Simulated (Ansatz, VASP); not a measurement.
Ta5TiN6: VASP beside Ansatz

```
CELL_PARAMETERS angstrom
3.10903 0.00000 0.00000
0.00000 3.10903 0.00000
0.00000 0.00000 13.16288
ATOMIC_POSITIONS crystal
Ti 0.50000 0.50000 0.50000
Ta 0.00000 0.00000 0.00000
Ta 0.50000 0.50000 0.16832
Ta 0.00000 0.00000 0.33911
Ta 0.00000 0.00000 0.66089
Ta 0.50000 0.50000 0.83168
N 0.00000 0.00000 0.83163
N 0.50000 0.50000 0.00000
N 0.00000 0.00000 0.16837
N 0.50000 0.50000 0.33623
N 0.00000 0.00000 0.50000
N 0.50000 0.50000 0.66377
```

Alike in both runs: functional PBE; k mesh 12 × 12 × 4; occupations gaussian, width 0.1 eV; no spin polarisation.

Ansatz relaxed the structure, and its values are those at the end. VASP's run is a single point on that final structure, the one shown.

|  | VASP | Ansatz |
| --- | --- | --- |
| version | VASP 6.6.1 | Ansatz 0.2.0 |
| potentials or method | VASP PAW PBE potentials, release 64 (Ti_sv, Ta_pv, N), cutoff 520 eV | scalar-relativistic, plane waves, PAW |
| valence electrons in the cell | 97 | 107 |

Ansatz gave:

```
gap on the k mesh at the Fermi level (eV) : none
pressure (GPa)                            : 0.0
```

**Question.** Which values does VASP return?

**Answer.** gap on the k mesh at the Fermi level (eV): none; pressure (GPa): 0.7.

A gap of «none» marks a metal or a gap that the smearing closes. The functional is the same, so the differences come from potentials, cutoffs and numerics. VASP's potentials hold 97 valence electrons a cell and Ansatz's 107, so a difference there can come from the potentials and not from the codes.

Spin-orbit coupling is off throughout.
